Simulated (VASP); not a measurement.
# AlN in VASP: further runs

The runs below take AlN through single point, with PBE.

Everything below comes from runs of VASP 6.6.1. Logs are shortened: lines on timing, memory, paths and dates and some standing lists are left out, and cuts for length are marked.

## (1) The cell of the first run

It takes space group P4/nmm (No. 129, tetragonal). The conventional cell has a = 2.878 Å, b = 2.878 Å, c = 4.071 Å, α = 90.00°, β = 90.00°, γ = 90.00°. Al (site symmetry 4mm) has 6 N at 1.97 to 2.10 Å within 2.6 Å. Within 2.6 Å of N (site symmetry 4mm) lie 6 Al at 1.97 to 2.10 Å.

## (2) Single point, PBE (mode 10 frozen in at +0.000 Å and mode 12 at -0.062 Å (largest displacements))

Input file INCAR:

```
PREC = Accurate ; ENCUT = 600
EDIFF = 1E-6 ; ISMEAR = 0
SIGMA = 0.05 ; LREAL = False
LASPH = True ; NELM = 120
ALGO = Normal ; ISIF = 2
LWAVE = False ; LCHARG = True
GGA = PE ; LELF = True
LVHAR = True ; NBANDS = 16
GGA_COMPAT = False
```

Input file KPOINTS:

```
Automatic mesh
0
Gamma
  8 8 6
```

Input file POSCAR:

```
AlN
1.0
    0.0000000000     -2.0353166207     -2.0353166207
    0.0000000000      2.0353166207     -2.0353166207
    4.0706332413      0.0000000000      0.0000000000
Al N
2 2
Direct
    0.5000000000      0.5000000000      0.0000277102
    0.0000000000      0.0000000000      0.4999722898
    0.5000000000      0.5000000000      0.4848672193
    0.0000000000      1.0000000000      0.0151327807
```

Potentials or basis: VASP PAW PBE potentials, release 64 (Al, N).

Started as:

```bash
cat potpaw_PBE.64/Al/POTCAR potpaw_PBE.64/N/POTCAR > POTCAR
mpirun -np 1 vasp_std > vasp.out
```

OUTCAR:

```text
PREC = Accurate
   ENCUT = 600
   EDIFF = 1E-6
   ISMEAR = 0
   LREAL = False
   LASPH = True
   NELM = 120
   ISIF = 2
   GGA = PE

 ion  position               nearest neighbor table
   1  0.500  0.500  0.000-   3 1.97   4 2.04   4 2.04   4 2.04   4 2.04   3 2.10   2 2.88   2 2.88
                             2 2.88   2 2.88   2 2.88   2 2.88   2 2.88   2 2.88
   2  0.000  0.000  0.500-   4 1.97   3 2.04   3 2.04   3 2.04   3 2.04   4 2.10   1 2.88   1 2.88
                             1 2.88   1 2.88   1 2.88   1 2.88   1 2.88   1 2.88
   3  0.500  0.500  0.485-   1 1.97   2 2.04   2 2.04   2 2.04   2 2.04   1 2.10
   4  0.000  0.000  0.015-   2 1.97   1 2.04   1 2.04   1 2.04   1 2.04   2 2.10

  LATTYP: Found a simple tetragonal cell.
 ALAT       =     2.8783723687
 C/A-ratio  =     1.4142135623

  Lattice vectors:

 A1 = (   0.0000000000,  -2.0353166207,  -2.0353166207)
 A2 = (   0.0000000000,   2.0353166207,  -2.0353166207)
 A3 = (   4.0706332413,   0.0000000000,   0.0000000000)

Analysis of symmetry for initial positions (statically):
=====================================================================
 Subroutine PRICEL returns:
 Original cell was already a primitive cell.

 Routine SETGRP: Setting up the symmetry group for a
 simple tetragonal supercell.

 Subroutine GETGRP returns: Found 16 space group operations
 (whereof  8 operations were pure point group operations)
 out of a pool of 16 trial point group operations.

The static configuration has the point symmetry C_4v.
 The point group associated with its full space group is D_4h.

Analysis of symmetry for dynamics (positions and initial velocities):
=====================================================================
 Subroutine PRICEL returns:
 Original cell was already a primitive cell.

 Routine SETGRP: Setting up the symmetry group for a
 simple tetragonal supercell.

 Subroutine GETGRP returns: Found 16 space group operations
 (whereof  8 operations were pure point group operations)
 out of a pool of 16 trial point group operations.

The dynamic configuration has the point symmetry C_4v.
 The point group associated with its full space group is D_4h.

 Subroutine INISYM returns: Found 16 space group operations
 (whereof  8 operations are pure point group operations),
 and found     1 'primitive' translations

----------------------------------------------------------------------------------------

                                     Primitive cell
[... 93 lines left out ...]
   ENCUT  =  600.0 eV  44.10 Ry    6.64 a.u.   5.75  5.75  8.13*2*pi/ulx,y,z
   NELM   =    120;   NELMIN=  2; NELMDL= -5     # of ELM steps
   EDIFF  = 0.1E-05   stopping-criterion for ELM
   LREAL  =      F    real-space projection
   EDIFFG = 0.1E-04   stopping-criterion for IOM
   NSW    =      0    number of steps for IOM
   IBRION =     -1    ionic relax: 0-MD 1-quasi-New 2-CG
   NFREE  =      0    steps in history (QN), initial steepest desc. (CG)
   ISIF   =      2    stress and relaxation
   ISYM   =      2    0-nonsym 1-usesym 2-fastsym
   POTIM  = 0.5000    time-step for ionic-motion
   TEBEG  =    0.0;   TEEND  =   0.0 temperature during run
   PSTRESS=    0.0 pullay stress
   NELECT =      16.0000    total number of electrons
   NUPDOWN=      -1.0000    fix difference up-down
   EMIN   =  10.00;   EMAX   =-10.00  energy-range for DOS
   EFERMI =   0.00;   METHOD = LEGACY
   ISMEAR =     0;   SIGMA  =   0.05  broadening in eV -4-tet -1-fermi 0-gaus
   EFERMI_NEDOS =   21; number of points for ismear=-14 and -15
   IALGO  =     38    algorithm
   IMIX   =      4    mixing-type and parameters
     AMIX     =   0.40;   BMIX     =  1.00
     AMIX_MAG =   1.60;   BMIX_MAG =  1.00
  volume/ion in A,a.u.               =       8.43        56.90
  Fermi-wavevector in a.u.,A,eV,Ry     =   1.276820  2.412839 22.181144  1.630268
  Thomas-Fermi vector in A             =   2.409454
   LORBIT       =      0    0 simple, 1 ext, 2 COOP (PROOUT), +10 PAW based schemes
   GGA     = PE    functional components
   LHFCALC =     F    Hartree Fock is set to
   AEXX    =    0.0000 exact exchange contribution
   IVDW    =     0    specifies the selected vdW correction
   LEPSILON=     F    determine dielectric tensor
   LRPA    =     F    only Hartree local field effects (RPA)
 non-spin polarized calculation
 Gauss-broadening in eV      SIGMA  =   0.05
  energy-cutoff  :      600.00
  volume of cell :       33.73
 maximum number of plane-waves:      1176
 NGX is ok and might be reduce to    24
   NGX = 11   NGY = 11   NGZ = 17

 number of electron      15.9999997 magnetization

 Free energy of the ion-electron system (eV)
  ---------------------------------------------------
  ext. energy  EPLUGINS =         0.00000000
  ---------------------------------------------------
  free energy    TOTEN  =       -28.99897400 eV

  energy without entropy =      -28.99897400  energy(sigma->0) =      -28.99897400

 E-fermi :   9.9360     XC(G=0): -12.1905

 val. band max:        9.7295035960   @ k =   0.0000   0.0000   0.0000
 cond. band min:      14.1055675564   @ k =   0.5000   0.5000   0.0000
 fundamental gap:      4.3760639604
 Fermi energy:         9.9359560008

 k-point     1 :       0.0000    0.0000    0.0000
  band No.  band energies     occupation
      1      -7.6789      2.00000
      2      -3.5138      2.00000
      3       2.4550      2.00000
      4       6.9461      2.00000
      5       6.9461      2.00000
      6       9.6123      2.00000
[... 433 lines left out ...]
      3       3.0821      2.00000
      4       3.0821      2.00000
      5       6.5620      2.00000
      6       6.5620      2.00000
[... 8 lines left out ...]
     15      22.7203      0.00000
     16      22.7203      0.00000

 [... further k-points ...]
[... 5 lines left out ...]
  --------------------------------------------------------------------------------------
  -------------------------------------------------------------------------------------
  Total        0.2835219      0.0117650      0.0117650      0.0000000      0.0000000      0.0000000
  in kB       13.4691844      0.5589156      0.5589156      0.0000000      0.0000000      0.0000000
  external PRESSURE =       4.8623386 kB  Pullay stress =       0.0000000 kB

 VOLUME and BASIS-vectors are now :
 -----------------------------------------------------------------------------
  energy-cutoff  :      600.00
  volume of cell :       33.73
      direct lattice vectors                 reciprocal lattice vectors
     0.000000000 -2.035316621 -2.035316621     0.000000000 -0.245662024 -0.245662024
     0.000000000  2.035316621 -2.035316621     0.000000000  0.245662024 -0.245662024
     4.070633241  0.000000000  0.000000000     0.245662024  0.000000000  0.000000000

 POSITION                                       TOTAL-FORCE (eV/Angst)
 -----------------------------------------------------------------------------------
      0.00011      0.00000     -2.03532        -0.020011      0.000000      0.000000
      2.03520      0.00000      0.00000         0.020011     -0.000000     -0.000000
      1.97372      0.00000     -2.03532         1.567782     -0.000000      0.000000
      0.06160      0.00000      0.00000        -1.567782      0.000000     -0.000000
 -----------------------------------------------------------------------------------
    total drift:                                0.000000     -0.000000      0.000000

  FREE ENERGIE OF THE ION-ELECTRON SYSTEM (eV)
  ---------------------------------------------------
  free  energy   TOTEN  =       -28.9989740045 eV

  energy  without entropy=      -28.9989740045  energy(sigma->0) =      -28.99897400
```

Run time: 21 s. Hardware: 1 thread of Intel Xeon 6975P-C, shared host; peak memory 0.17 GiB.

What came out:

```yaml
Free_energy: -28.9990 eV
Pressure: 0.5 GPa
Largest_force: 1.568 eV/Å
Band_gap_on_the_k_mesh: 4.38 eV
```

Forces on the atoms (eV/Å):
```
Al  -0.020  0.000  0.000
Al   0.020  0.000  0.000
N    1.568  0.000  0.000
N   -1.568  0.000  0.000
```

Stress tensor (GPa, compression positive):
```
1.35 0.00 0.00
0.00 0.06 0.00
0.00 0.00 0.06
```

Caveat: the cell differs from its parent crystal (mode 10 frozen in at +0.000 Å and mode 12 at -0.062 Å (largest displacements)); forces of over 1 eV/Å act on the atoms, so gaps and moduli don't describe the material at rest. A k mesh can miss the band edges.

## (3) Single point, PBE (mode 10 frozen in at -0.095 Å and mode 12 at +0.000 Å (largest displacements))

Input file INCAR:

```
PREC = Accurate
ENCUT = 600
EDIFF = 1E-6
ISMEAR = 0
SIGMA = 0.05
LREAL = F
LASPH = T
NELM = 120
ALGO = Normal
ISIF = 2
LWAVE = F
LCHARG = T
GGA = PE
LELF = T
LVHAR = T
NBANDS = 16
GGA_COMPAT = F
```

Input file KPOINTS:

```
regular mesh
0
Gamma
  8 8 6
```

Input file POSCAR:

```
AlN
1.0
    0.0000000000     -2.0353166207     -2.0353166207
    0.0000000000      2.0353166207     -2.0353166207
    4.0706332413      0.0000000000      0.0000000000
Al N
2 2
Direct
    0.5043953878      0.4956046122      0.0000000000
   -0.0043953878      0.0043953878      0.5000000000
    0.5233378923      0.4766621077      0.5000000000
   -0.0233378923      1.0233378923      0.0000000000
```

Potentials or basis: VASP PAW PBE potentials, release 64 (Al, N).

Started as:

```bash
cat potpaw_PBE.64/Al/POTCAR potpaw_PBE.64/N/POTCAR > POTCAR
mpirun -np 1 vasp_std > vasp.out
```

OUTCAR:

```text
PREC = Accurate
   ENCUT = 600
   EDIFF = 1E-6
   ISMEAR = 0
   LREAL = F
   LASPH = T
   NELM = 120
   ISIF = 2
   GGA = PE

 ion  position               nearest neighbor table
   1  0.504  0.496  0.000-   4 1.92   3 2.04   3 2.04   4 2.04   4 2.04   4 2.15   2 2.85   2 2.85
                             2 2.88   2 2.88   2 2.88   2 2.88   2 2.90   2 2.90
   2  0.996  0.004  0.500-   3 1.92   4 2.04   4 2.04   3 2.04   3 2.04   3 2.15   1 2.85   1 2.85
                             1 2.88   1 2.88   1 2.88   1 2.88   1 2.90   1 2.90
   3  0.523  0.477  0.500-   2 1.92   1 2.04   1 2.04   2 2.04   2 2.04   2 2.15
   4  0.977  0.023  0.000-   1 1.92   2 2.04   2 2.04   1 2.04   1 2.04   1 2.15

  LATTYP: Found a simple tetragonal cell.
 ALAT       =     2.8783723687
 C/A-ratio  =     1.4142135623

  Lattice vectors:

 A1 = (   0.0000000000,  -2.0353166207,  -2.0353166207)
 A2 = (   0.0000000000,   2.0353166207,  -2.0353166207)
 A3 = (   4.0706332413,   0.0000000000,   0.0000000000)

Analysis of symmetry for initial positions (statically):
=====================================================================
 Subroutine PRICEL returns:
 Original cell was already a primitive cell.

 Routine SETGRP: Setting up the symmetry group for a
[... 173 lines left out ...]

 E-fermi :   9.9566     XC(G=0): -12.1855

 val. band max:        9.7565196868   @ k =   0.0000   0.0000   0.0000
 cond. band min:      13.9887528486   @ k =   0.5000   0.5000   0.0000
 fundamental gap:      4.2322331618
 Fermi energy:         9.9566491882

 k-point     1 :       0.0000    0.0000    0.0000
  band No.  band energies     occupation
      1      -7.6873      2.00000
      2      -3.5354      2.00000
      3       2.4385      2.00000
      4       6.9183      2.00000
      5       6.9922      2.00000
      6       9.5615      2.00000
[... 433 lines left out ...]
      3       2.9829      2.00000
      4       5.1707      2.00000
      5       6.0738      2.00000
      6       7.5592      2.00000
[... 8 lines left out ...]
     15      22.6267      0.00000
     16      23.8608      0.00000

 [... further k-points ...]
[... 5 lines left out ...]
  --------------------------------------------------------------------------------------
  -------------------------------------------------------------------------------------
  Total        0.1146217      1.3521235     -0.2513747      0.0000000      0.0000000      0.0000000
  in kB        5.4452949     64.2348942    -11.9419752      0.0000000      0.0000000      0.0000000
  external PRESSURE =      19.2460713 kB  Pullay stress =       0.0000000 kB

 VOLUME and BASIS-vectors are now :
 -----------------------------------------------------------------------------
  energy-cutoff  :      600.00
  volume of cell :       33.73
      direct lattice vectors                 reciprocal lattice vectors
     0.000000000 -2.035316621 -2.035316621     0.000000000 -0.245662024 -0.245662024
     0.000000000  2.035316621 -2.035316621     0.000000000  0.245662024 -0.245662024
     4.070633241  0.000000000  0.000000000     0.245662024  0.000000000  0.000000000

 POSITION                                       TOTAL-FORCE (eV/Angst)
 -----------------------------------------------------------------------------------
      0.00000     -0.01789     -2.03532         0.000000      0.611291      0.000000
      2.03532     -2.01742     -2.03532         0.000000     -0.611291      0.000000
      2.03532     -0.09500     -2.03532         0.000000      1.558960      0.000000
      0.00000     -1.94032     -2.03532         0.000000     -1.558960      0.000000
 -----------------------------------------------------------------------------------
    total drift:                               -0.000000     -0.000000      0.000000

  FREE ENERGIE OF THE ION-ELECTRON SYSTEM (eV)
  ---------------------------------------------------
  free  energy   TOTEN  =       -28.9409404606 eV

  energy  without entropy=      -28.9409404605  energy(sigma->0) =      -28.94094046
```

Run time: 30 s. Hardware: 1 thread of Intel Xeon 6975P-C, shared host; peak memory 0.18 GiB.

What came out:

* Free energy: -28.9409 eV
* Pressure: 1.9 GPa
* Largest force: 1.559 eV/Å
* Band gap on the k mesh: 4.23 eV

Forces on the atoms (eV/Å):
```
Al   0.000  0.611  0.000
Al   0.000 -0.611  0.000
N    0.000  1.559  0.000
N    0.000 -1.559  0.000
```

Stress tensor (GPa, compression positive):
```
 0.54  0.00  0.00
 0.00  6.42  0.00
 0.00  0.00 -1.19
```

Caveat: the cell differs from its parent crystal (mode 10 frozen in at -0.095 Å and mode 12 at +0.000 Å (largest displacements)); forces of over 1 eV/Å act on the atoms, so gaps and moduli don't describe the material at rest.

(Continued in part 2 of 2.)
